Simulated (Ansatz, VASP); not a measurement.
One calculation of AlSn, two programs

```
Sn Al
1.0
     4.28044    0.00000    0.00000
    -2.14022    3.70697    0.00000
     0.00000    0.00000    3.37170
Sn Al
1 1
Cartesian
  0.0000 2.4713 1.6859
  0.0000 0.0000 0.0000
```

Change from the starting cell: volume scaled by 1.06.

Alike in both runs: task single point; functional RPBE; dispersion D4; k mesh 7 × 7 × 8; occupations methfessel-paxton of order 1, width 0.2 eV; no spin polarisation.

|  | VASP | Ansatz |
| --- | --- | --- |
| version | VASP 6.6.1 | Ansatz 0.2.0 |
| potentials or method | VASP PAW PBE potentials, release 64 (Sn_d, Al), cutoff 520 eV | all-electron LAPW, scalar-relativistic |

|  | VASP | Ansatz | Ansatz less VASP |
| --- | --- | --- | --- |
| gap on the k mesh at the Fermi level (eV) | none | none | - |
| pressure (GPa) | -4.7 | -4.7 | +0.06 |
| traceless stress, the component that is largest in VASP (GPa) | 0.15 | 0.15 | +0.005 |

VASP's potentials were made for PBE, not for RPBE. A gap of «none» marks a metal or a gap that the smearing closes. Ansatz ran all-electron here, and VASP with PAW potentials.
